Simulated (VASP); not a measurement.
## BaF3: single point with LDA

Crystal: BaF3.

```
Ba F
1.0
    -2.02988    2.02988    3.33796
     2.02988   -2.02988    3.33796
     2.02988    2.02988   -3.33796
Ba F
1 3
Cartesian
  0.0000 0.0000 0.0000
  0.0000 2.0299 1.6690
  2.0299 0.0000 1.6690
  0.0000 0.0000 3.3380
```

* Program: VASP 6.6.1
* Task: single point
* Functional: LDA
* Potentials or basis: VASP PAW LDA potentials, release 64 (Ba_sv, F)
* Cutoff: 520 eV
* k mesh: 8 × 8 × 8
* Occupations: fermi-dirac, width 0.05 eV
* Spin: no spin polarisation

| Quantity | Value |
| --- | --- |
| Pressure | 1.6 GPa |
| Band gap on the k mesh | zero (an odd number of electrons rules out a gap without spin polarisation) |

Levels at points of the mesh, in eV from the Fermi level:
```csv
k point,band 13,band 14,band 15,band 16,band 17,band 18,band 19,band 20
"(0.00, 0.00, 0.00)",-1.48,0.14,0.19,0.19,8.67,9.55,10.07,10.61
"(0.50, 0.00, 0.00)",-0.54,-0.53,-0.40,-0.19,9.99,10.51,11.32,12.09
"(0.50, 0.50, 0.00)",-0.65,-0.53,-0.01,0.12,9.46,9.60,11.18,12.69
"(0.50, 0.50, 0.50)",-0.79,-0.79,-0.33,-0.33,8.28,8.82,11.15,12.00
```

It took 33 s on 1 thread of Intel(R) Xeon(R) 6975P-C (Granite Rapids), with other jobs on the host, peak memory 0.21 GiB.

Caveat: spin-orbit coupling is left out, which moves the levels of the heavy elements; an odd number of electrons without spin polarisation forces a metal; a magnetic or distorted state may lie lower.
